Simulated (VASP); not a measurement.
# SnS2 (P-3m1) in VASP: further runs

The runs below take SnS2 through single point, relaxation of cell and atoms, with PBE.

Program: VASP 6.6.1. These are calculated values, not measurements. Logs are shortened: lines on timing, memory, paths and dates and some standing lists are left out, and cuts for length are marked.

### 1 The cell of the first run

Symmetry: P-3m1, No. 164, trigonal system. The conventional cell has a = 3.703 Å, b = 3.703 Å, c = 6.945 Å, α = 90.00°, β = 90.00°, γ = 120.00°. Within 3.4 Å of Sn (site symmetry -3m) lie 6 S at 2.60 Å. S (site symmetry 3m) has 3 Sn at 2.60 Å within 3.4 Å.

### 2 Single point, PBE

Input file INCAR:

```
PREC = Accurate
ENCUT = 500
EDIFF = 1E-6
ISMEAR = 0
SIGMA = 0.02
LREAL = False
LASPH = True
NELM = 120
ALGO = Normal
ISIF = 2
LWAVE = False
LCHARG = False
GGA = PE
NBANDS = 20
GGA_COMPAT = False
```

Input file KPOINTS:

```
regular mesh
0
Gamma
  9 9 6
```

Input file POSCAR:

```
SnS2
1.0
    3.7027824188      0.0000000000      0.0000000000
   -1.8513912094      3.2067036394      0.0000000000
    0.0000000000      0.0000000000      6.9445526415
Sn S
1 2
Direct
    0.0000000000      0.0000000000      0.0000000000
    0.3333333333      0.6666666667      0.2128332596
    0.6666666667      0.3333333333      0.7871667404
```

Potentials or basis: VASP PAW PBE potentials, release 64 (Sn_d, S).

The run is started by

```bash
> cat potpaw_PBE.64/Sn_d/POTCAR potpaw_PBE.64/S/POTCAR > POTCAR
> mpirun -np 1 vasp_std > vasp.out
```

OUTCAR:

```text
PREC = Accurate
   ENCUT = 500
   EDIFF = 1E-6
   ISMEAR = 0
   LREAL = False
   LASPH = True
   NELM = 120
   ISIF = 2
   GGA = PE

 ion  position               nearest neighbor table
   1  0.000  0.000  0.000-   2 2.60   3 2.60   3 2.60   2 2.60   3 2.60   2 2.60
   2  0.333  0.667  0.213-   1 2.60   1 2.60   1 2.60
   3  0.667  0.333  0.787-   1 2.60   1 2.60   1 2.60

  LATTYP: Found a hexagonal cell.
 ALAT       =     3.7027824188
 C/A-ratio  =     1.8754957370

  Lattice vectors:

 A1 = (   3.7027824188,   0.0000000000,   0.0000000000)
 A2 = (  -1.8513912094,   3.2067036394,   0.0000000000)
 A3 = (   0.0000000000,   0.0000000000,   6.9445526415)

Analysis of symmetry for initial positions (statically):
=====================================================================
 Subroutine PRICEL returns:
 Original cell was already a primitive cell.

 Routine SETGRP: Setting up the symmetry group for a
 hexagonal supercell.

 Subroutine GETGRP returns: Found 12 space group operations
 (whereof 12 operations were pure point group operations)
 out of a pool of 24 trial point group operations.

The static configuration has the point symmetry D_3d.

Analysis of symmetry for dynamics (positions and initial velocities):
=====================================================================
 Subroutine PRICEL returns:
 Original cell was already a primitive cell.

 Routine SETGRP: Setting up the symmetry group for a
 hexagonal supercell.

 Subroutine GETGRP returns: Found 12 space group operations
 (whereof 12 operations were pure point group operations)
 out of a pool of 24 trial point group operations.

The dynamic configuration has the point symmetry D_3d.

 Subroutine INISYM returns: Found 12 space group operations
 (whereof 12 operations are pure point group operations),
 and found     1 'primitive' translations

----------------------------------------------------------------------------------------

                                     Primitive cell

  volume of cell :      82.4577

  direct lattice vectors                    reciprocal lattice vectors
     3.702782419  0.000000000  0.000000000     0.270067178  0.155923358  0.000000000
    -1.851391209  3.206703639  0.000000000     0.000000000  0.311846716  0.000000000
     0.000000000  0.000000000  6.944552641     0.000000000  0.000000000  0.143997756

  length of vectors
     3.702782419  3.702782419  6.944552641     0.311846716  0.311846716  0.143997756

  position of ions in fractional coordinates (direct lattice)
     0.000000000  0.000000000  0.000000000
     0.333333333  0.666666667  0.212833260
     0.666666667  0.333333333  0.787166740

  ion indices of the primitive-cell ions
   primitive index   ion index
                 1           1
                 2           2
                 3           3

----------------------------------------------------------------------------------------

 KPOINTS: regular mesh

Automatic generation of k-mesh.
 Grid dimensions read from file:
 generate k-points for:    9    9    6

 Generating k-lattice:

  Cartesian coordinates                     Fractional coordinates (reciprocal lattice)
     0.030007464  0.017324818  0.000000000     0.111111111  0.000000000  0.000000000
     0.000000000  0.034649635  0.000000000     0.000000000  0.111111111  0.000000000
     0.000000000  0.000000000  0.023999626     0.000000000  0.000000000  0.166666667

  Length of vectors
     0.034649635  0.034649635  0.023999626

  Shift w.r.t. Gamma in fractional coordinates (k-lattice)
     0.000000000  0.000000000  0.000000000

 Subroutine IBZKPT returns following result:
 ===========================================

 Found     62 irreducible k-points:

 Following reciprocal coordinates:
            Coordinates               Weight
  0.000000  0.000000  0.000000      1.000000
  0.111111  0.000000  0.000000      6.000000
  0.222222  0.000000  0.000000      6.000000
  0.333333  0.000000  0.000000      6.000000
  0.444444  0.000000  0.000000      6.000000
  0.111111  0.111111  0.000000      6.000000
[... 16 lines left out ...]
  0.222222  0.111111  0.166667     12.000000
 -0.111111  0.333333  0.166667     12.000000
 [... further k-points ...]
   k-points           NKPTS =     62   k-points in BZ     NKDIM =     62   number of bands    NBANDS=     20
   number of dos      NEDOS =    301   number of ions     NIONS =      3
   total plane-waves  NPLWV =  42336
   dimension x,y,z NGX =    28 NGY =   28 NGZ =   54
   dimension x,y,z NGXF=    56 NGYF=   56 NGZF=  108
   ions per type =               1   2
   NGX,Y,Z   is equivalent  to a cutoff of  12.57, 12.57, 12.93 a.u.
   NGXF,Y,Z  is equivalent  to a cutoff of  25.14, 25.14, 25.85 a.u.
 SYSTEM =  unknown system
   PREC   = accura    normal or accurate (medium, high low for compatibility)
   ISTART =      0    job   : 0-new  1-cont  2-samecut
   ICHARG =      2    charge: 1-file 2-atom 10-const
   ISPIN  =      1    spin polarized calculation?
   LNONCOLLINEAR =      F non collinear calculations
   LSORBIT =      F    spin-orbit coupling
   LASPH  =      T    aspherical Exc in radial PAW
   ENCUT  =  500.0 eV  36.75 Ry    6.06 a.u.   6.75  6.75 12.66*2*pi/ulx,y,z
   NELM   =    120;   NELMIN=  2; NELMDL= -5     # of ELM steps
   EDIFF  = 0.1E-05   stopping-criterion for ELM
   LREAL  =      F    real-space projection
   EDIFFG = 0.1E-04   stopping-criterion for IOM
   NSW    =      0    number of steps for IOM
   IBRION =     -1    ionic relax: 0-MD 1-quasi-New 2-CG
   NFREE  =      0    steps in history (QN), initial steepest desc. (CG)
   ISIF   =      2    stress and relaxation
   ISYM   =      2    0-nonsym 1-usesym 2-fastsym
   POTIM  = 0.5000    time-step for ionic-motion
   TEBEG  =    0.0;   TEEND  =   0.0 temperature during run
   PSTRESS=    0.0 pullay stress
   NELECT =      26.0000    total number of electrons
   NUPDOWN=      -1.0000    fix difference up-down
   EMIN   =  10.00;   EMAX   =-10.00  energy-range for DOS
   EFERMI =   0.00;   METHOD = LEGACY
   ISMEAR =     0;   SIGMA  =   0.02  broadening in eV -4-tet -1-fermi 0-gaus
   EFERMI_NEDOS =   21; number of points for ismear=-14 and -15
   IALGO  =     38    algorithm
   IMIX   =      4    mixing-type and parameters
     AMIX     =   0.40;   BMIX     =  1.00
[... 11 lines left out ...]
 non-spin polarized calculation
 Gauss-broadening in eV      SIGMA  =   0.02
  energy-cutoff  :      500.00
  volume of cell :       82.46
 maximum number of plane-waves:      2119
 NGX is ok and might be reduce to    28
   NGX = 13   NGY = 13   NGZ = 25

 number of electron      25.9999998 magnetization

 Free energy of the ion-electron system (eV)
  ---------------------------------------------------
  ext. energy  EPLUGINS =         0.00000000
  ---------------------------------------------------
  free energy    TOTEN  =       -13.22313397 eV

  energy without entropy =      -13.22313397  energy(sigma->0) =      -13.22313397

 E-fermi :   2.6576     XC(G=0):  -8.4749

 val. band max:        2.4993189923   @ k =   0.1111   0.0000   0.1667
 cond. band min:       4.0962616866   @ k =   0.0000   0.4444   0.3333
 fundamental gap:      1.5969426942
 Fermi energy:         2.6575857426

 k-point     1 :       0.0000    0.0000    0.0000
  band No.  band energies     occupation
      1     -18.2327      2.00000
      2     -18.2327      2.00000
      3     -18.1986      2.00000
      4     -18.1747      2.00000
      5     -18.1747      2.00000
      6     -10.7487      2.00000
[... 12 lines left out ...]
     19      11.9947      0.00000
     20      11.9947      0.00000

 k-point     2 :       0.1111    0.0000    0.0000
  band No.  band energies     occupation
      1     -18.2392      2.00000
      2     -18.2265      2.00000
      3     -18.1938      2.00000
      4     -18.1788      2.00000
      5     -18.1742      2.00000
      6     -10.6186      2.00000
[... 12 lines left out ...]
     19      11.1345      0.00000
     20      12.1414      0.00000

 k-point     3 :       0.2222    0.0000    0.0000
  band No.  band energies     occupation
      1     -18.2582      2.00000
      2     -18.2139      2.00000
      3     -18.1914      2.00000
      4     -18.1769      2.00000
      5     -18.1696      2.00000
      6     -10.2425      2.00000
[... 12 lines left out ...]
     19      11.2773      0.00000
     20      11.7678      0.00000

 k-point     4 :       0.3333    0.0000    0.0000
  band No.  band energies     occupation
      1     -18.2818      2.00000
      2     -18.2069      2.00000
      3     -18.2003      2.00000
      4     -18.1610      2.00000
      5     -18.1570      2.00000
      6      -9.6800      2.00000
[... 12 lines left out ...]
     19      11.2777      0.00000
     20      12.2032      0.00000

 k-point     5 :       0.4444    0.0000    0.0000
  band No.  band energies     occupation
      1     -18.2977      2.00000
      2     -18.2060      2.00000
      3     -18.2057      2.00000
      4     -18.1503      2.00000
      5     -18.1452      2.00000
      6      -9.1129      2.00000
[... 12 lines left out ...]
     19      11.8619      0.00000
     20      12.5855      0.00000

 k-point     6 :       0.1111    0.1111    0.0000
  band No.  band energies     occupation
      1     -18.2497      2.00000
      2     -18.2203      2.00000
      3     -18.1857      2.00000
      4     -18.1846      2.00000
      5     -18.1705      2.00000
      6     -10.3650      2.00000
[... 12 lines left out ...]
     19      11.2162      0.00000
     20      11.4191      0.00000

 k-point     7 :       0.2222    0.1111    0.0000
  band No.  band energies     occupation
      1     -18.2677      2.00000
      2     -18.2145      2.00000
      3     -18.1927      2.00000
      4     -18.1755      2.00000
      5     -18.1578      2.00000
      6      -9.8909      2.00000
[... 12 lines left out ...]
     19      10.9832      0.00000
     20      11.6956      0.00000
[... 277 lines left out ...]
 k-point    20 :       0.4444    0.0000    0.1667
  band No.  band energies     occupation
      1     -18.2977      2.00000
      2     -18.2061      2.00000
      3     -18.2057      2.00000
      4     -18.1503      2.00000
      5     -18.1452      2.00000
      6      -9.1096      2.00000
[... 12 lines left out ...]
     19      12.4400      0.00000
     20      12.5708      0.00000

 k-point    21 :       0.0000    0.4444    0.1667
  band No.  band energies     occupation
      1     -18.2977      2.00000
      2     -18.2060      2.00000
      3     -18.2057      2.00000
      4     -18.1503      2.00000
      5     -18.1452      2.00000
      6      -9.1096      2.00000
[... 12 lines left out ...]
     19      11.6228      0.00000
     20      12.9020      0.00000

 k-point    22 :       0.1111    0.1111    0.1667
  band No.  band energies     occupation
      1     -18.2497      2.00000
      2     -18.2203      2.00000
      3     -18.1857      2.00000
      4     -18.1846      2.00000
      5     -18.1705      2.00000
      6     -10.3600      2.00000
[... 12 lines left out ...]
     19      11.1868      0.00000
     20      11.4808      0.00000

 k-point    23 :       0.2222    0.1111    0.1667
  band No.  band energies     occupation
      1     -18.2677      2.00000
      2     -18.2145      2.00000
      3     -18.1927      2.00000
      4     -18.1755      2.00000
      5     -18.1578      2.00000
      6      -9.8862      2.00000
[... 12 lines left out ...]
     19      11.2506      0.00000
     20      12.0088      0.00000

 k-point    24 :      -0.1111    0.3333    0.1667
  band No.  band energies     occupation
      1     -18.2677      2.00000
      2     -18.2145      2.00000
      3     -18.1928      2.00000
      4     -18.1755      2.00000
      5     -18.1578      2.00000
      6      -9.8861      2.00000
[... 12 lines left out ...]
     19      10.8485      0.00000
     20      11.5432      0.00000

 [... further k-points ...]

------------------------ aborting loop because EDIFF is reached ----------------------------------------

  FORCE on cell =-STRESS in cart. coord.  units (eV):
  Direction    XX          YY          ZZ          XY          YZ          ZX
  --------------------------------------------------------------------------------------
  -------------------------------------------------------------------------------------
  Total       -0.0626186     -0.0626186     -0.0409644      0.0000000     -0.0000000      0.0000000
  in kB       -1.2166983     -1.2166983     -0.7959497      0.0000000     -0.0000000      0.0000000
  external PRESSURE =      -1.0764487 kB  Pullay stress =       0.0000000 kB

 VOLUME and BASIS-vectors are now :
 -----------------------------------------------------------------------------
  energy-cutoff  :      500.00
  volume of cell :       82.46
      direct lattice vectors                 reciprocal lattice vectors
     3.702782419  0.000000000  0.000000000     0.270067178  0.155923358  0.000000000
    -1.851391209  3.206703639  0.000000000     0.000000000  0.311846716  0.000000000
     0.000000000  0.000000000  6.944552641     0.000000000  0.000000000  0.143997756

 POSITION                                       TOTAL-FORCE (eV/Angst)
 -----------------------------------------------------------------------------------
      0.00000      0.00000      0.00000         0.000000      0.000000      0.000000
     -0.00000      2.13780      1.47803        -0.000000     -0.000000     -0.005863
      1.85139      1.06890      5.46652        -0.000000      0.000000      0.005863
 -----------------------------------------------------------------------------------
    total drift:                               -0.000000     -0.000000      0.000000

  FREE ENERGIE OF THE ION-ELECTRON SYSTEM (eV)
  ---------------------------------------------------
  free  energy   TOTEN  =       -13.2231339699 eV

  energy  without entropy=      -13.2231339699  energy(sigma->0) =      -13.22313397
```

Run time: 2.8 min. Hardware: 1 thread of Intel Xeon Platinum 8259CL at 2.50GHz (Skylake/Cascade Lake), shared host; peak memory 0.24 GiB.

Results:

| Property | Result |
| --- | --- |
| Free energy | -13.2231 eV |
| Pressure | -0.1 GPa |
| Largest force | 0.006 eV/Å |
| Band gap on the k mesh | 1.60 eV (least direct gap 1.83 eV) |

Forces on the atoms (eV/Å):
```
Sn   0.000  0.000  0.000
S    0.000  0.000 -0.006
S    0.000  0.000  0.006
```

Levels at points of the mesh, in eV from the valence-band top:
```csv
k point,band 11,band 12,band 13,band 14,band 15,band 16
"(0.00, 0.00, 0.00)",-0.41,-0.11,-0.11,2.07,3.80,5.43
"(0.00, 0.00, 0.50)",-0.48,-0.10,-0.10,2.63,3.80,5.39
```

Caveat: spin-orbit coupling is left out, which moves the levels of the heavy elements; this functional lacks dispersion, which binds layers or chains, so the pressure and a relaxed spacing across them are unreliable. A k mesh can miss the band edges.

### 3 Relaxation of cell and atoms, PBE

This run uses another cell than the first one, of 22.57 Å³/atom.

Input file INCAR:

```
PREC = Accurate ; ENCUT = 500
EDIFF = 1E-7 ; ISMEAR = 0
SIGMA = 0.02 ; LREAL = F
LASPH = T ; NELM = 120
ALGO = Normal ; ISIF = 3
LWAVE = F ; LCHARG = F
GGA = PE ; IBRION = 2
NSW = 70 ; EDIFFG = -0.005
GGA_COMPAT = F ; NELMIN = 4
```

Input file KPOINTS:

```
Automatic mesh
0
Gamma
  9 9 6
```

Input file POSCAR:

```
SnS2
1.0
    3.6686266267      0.0000000000      0.0000000000
   -1.8343133133      3.1771238557      0.0000000000
    0.0000000000      0.0000000000      5.8096313574
Sn S
1 2
Direct
    0.0000000000      0.0000000000      0.0000000000
    0.3333333333      0.6666666667      0.2544694042
    0.6666666667      0.3333333333      0.7455305958
```

Potentials or basis: VASP PAW PBE potentials, release 64 (Sn_d, S).

The run is started by

```bash
> cat potpaw_PBE.64/Sn_d/POTCAR potpaw_PBE.64/S/POTCAR > POTCAR
> mpirun -np 1 vasp_std > vasp.out
```

It took 31 min on 1 thread of Intel Xeon Platinum 8259CL at 2.50GHz (Skylake/Cascade Lake), shared host; peak memory 0.22 GiB.

The run converged. Its results:

```
Free energy                           : -13.2189 eV
Relaxed volume                        : 26.80 Å³/atom
Relaxed cell                          : a = 3.700 Å, b = 3.700 Å, c = 6.780 Å, α = 90.00°, β = 90.00°, γ = 120.00°
Space group after relaxing (to 0.1 Å) : P-3m1 (No. 164)
Energy gained by relaxing             : 21.6 meV/atom
Ionic steps                           : 36
Pressure after relaxing               : 0.0 GPa
Largest force after relaxing          : 0.005 eV/Å
Band gap on the k mesh                : 1.58 eV (least direct gap 1.83 eV)
```

Forces in eV/Å, atoms in the order of the input:
```
Sn   0.000  0.000  0.000
S    0.000  0.000 -0.005
S    0.000  0.000  0.005
```

The path:
```
step  energy change (eV)  largest force (eV/Å)  pressure (GPa)  volume (Å³)
   1              0.0000                0.0171            2.35        67.72
   2             -0.0106                0.4088           -1.19        71.01
   3             -0.0150                0.2762           -0.02        69.82
   4             -0.0212                0.2111           -0.01        70.28
   5             -0.0317                0.0167            0.06        71.66
   6             -0.0326                0.0523            0.10        72.17
   7             -0.0376                0.0398            0.05        72.62
   8             -0.0494                0.0040           -0.05        73.95
   9             -0.0611                0.0589           -0.03        76.55
  10             -0.0621                0.0806            0.00        77.41
  11             -0.0634                0.0097            0.18        77.95
  12             -0.0637                0.0326            0.28        78.27
  13             -0.0642                0.0066           -0.06        79.22
  14             -0.0642                0.0086           -0.04        79.15
  15             -0.0644                0.0067           -0.06        79.32
  16             -0.0644                0.0514           -0.16        79.81
  17             -0.0645                0.0328           -0.12        79.61
  18             -0.0646                0.0150            0.03        79.60
  19             -0.0646                0.0137            0.04        79.59
  20             -0.0646                0.0078            0.04        79.64
  21             -0.0647                0.0079            0.06        79.77
  22             -0.0647                0.0019           -0.02        79.91
  23             -0.0647                0.0022           -0.02        79.92
  24             -0.0647                0.0052           -0.02        79.96
  25             -0.0647                0.0143           -0.04        80.07
  26             -0.0648                0.0068            0.01        80.07
  27             -0.0648                0.0047            0.02        80.06
  28             -0.0648                0.0005            0.05        80.06
  29             -0.0648                0.0037            0.03        80.06
  30             -0.0648                0.0018            0.03        80.09
  31             -0.0648                0.0039            0.03        80.19
  32             -0.0648                0.0064            0.02        80.23
  33             -0.0648                0.0033            0.00        80.28
  34             -0.0648                0.0002           -0.02        80.34
  35             -0.0648                0.0012           -0.02        80.35
  36             -0.0648                0.0047            0.00        80.40
```

Final structure:
```cif
data_structure
_symmetry_space_group_name_H-M 'P 1'
_symmetry_Int_Tables_number 1
_cell_length_a 3.7004
_cell_length_b 3.7004
_cell_length_c 6.7800
_cell_angle_alpha 90.000
_cell_angle_beta 90.000
_cell_angle_gamma 120.000
_cell_volume 80.40
loop_
_atom_site_label
_atom_site_type_symbol
_atom_site_fract_x
_atom_site_fract_y
_atom_site_fract_z
_atom_site_occupancy
Sn1 Sn 0.00000 0.00000 0.00000 1
S1 S 0.33333 0.66667 0.21806 1
S2 S 0.66667 0.33333 0.78194 1
```

Levels at points of the mesh, in eV from the valence-band top:
| k point | band 9 | band 10 | band 11 | band 12 | band 13 | band 14 | band 15 | band 16 | band 17 |
| --- | --- | --- | --- | --- | --- | --- | --- | --- | --- |
| (0.00, 0.00, 0.00) | -0.47 | -0.47 | -0.36 | -0.12 | -0.12 | 2.05 | 3.80 | 5.43 | 5.43 |
| (0.00, 0.00, 0.50) | -1.13 | -0.48 | -0.48 | -0.10 | -0.10 | 2.68 | 3.80 | 5.38 | 5.38 |

Caveat: the volume moved by over 15 % at a fixed basis, so the end points are rough; spin-orbit coupling is left out, which moves the levels of the heavy elements; this functional lacks dispersion, which binds layers or chains, so the pressure and a relaxed spacing across them are unreliable.
